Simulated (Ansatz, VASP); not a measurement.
# Two plane-wave programs on Ag

```
Ag
1.0
     2.93000    0.00000    0.00000
    -1.46500    2.53745    0.00000
     0.00000    0.00000    4.25113
Ag
2
Direct
  0.33333 0.66667 0.25000
  0.66667 0.33333 0.75000
```

Change from the starting cell: strain -0.1125 x Voigt [0, 0, 1, 0, 0, 0], atoms carried along.

Alike in both runs: task single point; functional PBEsol; k mesh 18 × 18 × 10; occupations gaussian, width 0.15 eV; no spin polarisation.

|  | VASP | Ansatz |
| --- | --- | --- |
| version | VASP 6.6.1 | Ansatz 0.2.0 |
| potentials or method | VASP PAW PBE potentials, release 64 (Ag), cutoff 520 eV | scalar-relativistic, plane waves, PAW |
| valence electrons in the cell | 22 | 38 |

Ansatz gave:

- gap on the k mesh at the Fermi level (eV): none
- pressure (GPa): 9.9
- traceless stress, the component that is largest in VASP (GPa): 10.43

Problem. Which values does VASP return?

Solution. gap on the k mesh at the Fermi level (eV): none; pressure (GPa): 9.5; traceless stress, the component that is largest in VASP (GPa): 10.33.

VASP's potentials were made for PBE, not for PBEsol. A gap of «none» marks a metal or a gap that the smearing closes. With one functional, cell and mesh, what is left measures potentials, basis and numerics. VASP's potentials hold 22 valence electrons a cell and Ansatz's 38, so a difference there can come from the potentials and not from the codes.
